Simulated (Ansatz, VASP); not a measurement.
This is a calculation of CaO for Ansatz 0.2.0.

The input input.yaml:

```yaml
crystal:
  lattice:
    - [0.0, 2.3874239637, 2.3874239637]
    - [2.3874239637, 0.0, 2.3874239637]
    - [2.3874239637, 2.3874239637, 0.0]
  atoms:
    - { symbol: Ca, position: [0.0, 0.0, 0.0] }
    - { symbol: O, position: [0.5, 0.5, 0.5] }
kpoints:
  mp_grid: { grid: [10, 10, 10] }
scf:
  occupations: { method: fermi_dirac, width: 0.05 }
hamiltonian:
  xc: pbe
  pseudopotentials: { kind: all_electron, lapw: { basis_error: 0.0005 } }
output:
  forces: true
  stress: true
  eigenvalues: true
```

Potentials or basis: all-electron LAPW, scalar-relativistic.

The run is started by

```console
$ ansatz run input.yaml --threads 1 --pin off --max-ram 3072MiB --backend cpu --events-out ev --progress --plain --runs-dir out
```

Q: Translate it to VASP 6.6.1. Potentials there: VASP PAW PBE potentials, release 64 (Ca_sv, O).

A: As run (the cutoff follows the program's own potentials):

Contents of INCAR:

```
SYSTEM = CaO
PREC = Accurate ; ENCUT = 520
EDIFF = 1E-7 ; ISMEAR = -1
SIGMA = 0.05 ; LREAL = .False.
LASPH = .True. ; NELM = 60
ALGO = Normal ; ISIF = 2
LWAVE = .False. ; LCHARG = .False.
GGA = PE ; NBANDS = 15
```

The input KPOINTS:

```
regular mesh
0
Gamma
  10 10 10
  0 0 0
```

The input POSCAR:

```
CaO
1.0
    0.0000000000      2.3874239637      2.3874239637
    2.3874239637      0.0000000000      2.3874239637
    2.3874239637      2.3874239637      0.0000000000
Ca O
1 1
Direct
    0.0000000000      0.0000000000      0.0000000000
    0.5000000000      0.5000000000      0.5000000000
```

Potentials or basis: VASP PAW PBE potentials, release 64 (Ca_sv, O).

Run with:

```sh
$ cat potpaw_PBE.64/Ca_sv/POTCAR potpaw_PBE.64/O/POTCAR > POTCAR
$ mpirun -np 1 vasp_std > vasp.out
```

Both were run:

|  | VASP | Ansatz | Ansatz less VASP |
| --- | --- | --- | --- |
| gap on the k mesh at the Fermi level (eV) | 3.63 | 3.65 | +0.017 |
| least direct gap on the mesh (eV) | 4.00 | 4.02 | +0.016 |
| pressure (GPa) | 4.6 | 4.0 | -0.66 |

Ansatz ran all-electron here, and VASP with PAW potentials.
